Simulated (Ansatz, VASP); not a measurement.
**ZnS in VASP and in Ansatz**

The input INCAR:

```
SYSTEM = ZnS
  ALGO = Normal
  EDIFF = 1E-6
  ENCUT = 520
  GGA = PE
  ISIF = 2
  ISMEAR = -1
  LASPH = .TRUE.
  LCHARG = .TRUE.
  LELF = .TRUE.
  LREAL = .FALSE.
  LVHAR = .TRUE.
  LWAVE = .FALSE.
  NBANDS = 16
  NELM = 100
  PREC = Accurate
  SIGMA = 0.05
```

KPOINTS

```
k-points
0
G
  15 15 15
  0 0 0
```

The input POSCAR:

```
ZnS
1.0
    0.0000000000      2.5935676044      2.5935676044
    2.5935676044      0.0000000000      2.5935676044
    2.5935676044      2.5935676044      0.0000000000
Zn S
1 1
Direct
    0.0000000000      0.0000000000      0.0000000000
    0.5000000000      0.5000000000      0.5000000000
```

Input for Ansatz:

```yaml
crystal:
  lattice:
    - [0.0, 2.5935676044, 2.5935676044]
    - [2.5935676044, 0.0, 2.5935676044]
    - [2.5935676044, 2.5935676044, 0.0]
  atoms:
    - { symbol: Zn, position: [0.0, 0.0, 0.0] }
    - { symbol: S, position: [0.5, 0.5, 0.5] }
kpoints:
  mp_grid: { grid: [15, 15, 15] }
scf:
  occupations: { method: fermi_dirac, width: 0.05 }
hamiltonian:
  xc: pbe
  pseudopotentials: { kind: all_electron, lapw: { basis_error: 0.001 } }
output:
  forces: true
  stress: true
  eigenvalues: true
```

Change from the starting cell: volume scaled by 1.05.

Alike in both runs: task single point; functional PBE; k mesh 15 × 15 × 15; occupations fermi-dirac, width 0.05 eV; no spin polarisation.

```csv
,VASP,Ansatz
version,VASP 6.6.1,Ansatz 0.2.0
potentials or method,"VASP PAW PBE potentials, release 64 (Zn, S), cutoff 520 eV","all-electron LAPW, scalar-relativistic"
```

|  | VASP | Ansatz | Ansatz less VASP |
| --- | --- | --- | --- |
| pressure (GPa) | -3.7 | -3.7 | -0.04 |

Ansatz ran all-electron here, and VASP with PAW potentials.
